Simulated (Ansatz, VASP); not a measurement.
**Two plane-wave programs on In**

The input INCAR:

```
SYSTEM = In
PREC     = Accurate       ! precision mode
ENCUT    = 520            ! plane-wave cutoff, eV
EDIFF    = 1E-6           ! SCF threshold, eV
ISMEAR   = -1             ! smearing method
SIGMA    = 0.05           ! smearing width, eV
LREAL    = .FALSE.        ! projectors in reciprocal space
LASPH    = .TRUE.         ! aspherical terms in the spheres
NELM     = 60             ! most SCF steps
ALGO     = Fast           ! electronic algorithm
ISIF     = 2              ! what is computed and relaxed
LWAVE    = .FALSE.        ! write WAVECAR
LCHARG   = .FALSE.        ! write CHGCAR
GGA      = PE             ! functional
NBANDS   = 12             ! bands
```

KPOINTS

```
regular mesh
0
G
  10 10 10
  0 0 0
```

Contents of POSCAR:

```
In
1.0
   -1.6254700000      1.6254700000      2.4489630000
    1.6254700000     -1.6254700000      2.4489630000
    1.6254700000      1.6254700000     -2.4489630000
In
1
Direct
    0.0000000000      0.0000000000      0.0000000000
```

input.yaml

```yaml
crystal:
  lattice:
    - [-1.62547, 1.62547, 2.448963]
    - [1.62547, -1.62547, 2.448963]
    - [1.62547, 1.62547, -2.448963]
  atoms:
    - { symbol: In, position: [0.0, 0.0, 0.0] }
hamiltonian:
  xc: pbe
  pseudopotentials: { kind: paw }
kpoints:
  mp_grid: { grid: [10, 10, 10] }
  band_path:
    path:
      - [[0.0, 0.0, 0.0], [0.5, -0.5, 0.0], [0.5, -0.5, 0.2202741195], [0.3601370598, -0.3601370598, 0.3601370598], [0.0, 0.0, 0.0], [0.5, 0.5, -0.5], [0.6398629402, 0.3601370598, -0.3601370598], [0.5, 0.0, 0.0], [0.75, -0.25, -0.25], [0.7797258805, 0.2202741195, -0.5], [0.5, 0.5, -0.5]]
      - [[0.5, -0.5, 0.0], [0.75, -0.25, -0.25]]
    npoints: 14
scf:
  occupations: { method: fermi_dirac, width: 0.05 }
  n_extra_bands: 6
output:
  forces: true
  stress: true
  eigenvalues: true
  fatbands: false
```

Alike in both runs: functional PBE; k mesh 10 × 10 × 10; occupations fermi-dirac, width 0.05 eV; no spin polarisation.

```csv
,VASP,Ansatz
version,VASP 6.6.1,Ansatz 0.2.0
potentials or method,"VASP PAW PBE potentials, release 64 (In_d)",Ansatz PAW
plane-wave cutoff (eV),520,420
valence electrons in the cell,13,13
task,single point,band structure
```

Ansatz gave:

```
gap on the k mesh at the Fermi level (eV)                     : none
pressure (GPa)                                                : 2.5
traceless stress, the component that is largest in VASP (GPa) : -1.67
```

Task: Estimate VASP's values.

Result: gap on the k mesh at the Fermi level (eV): none; pressure (GPa): 2.4; traceless stress, the component that is largest in VASP (GPa): -1.67.

A gap of «none» marks a metal or a gap that the smearing closes.
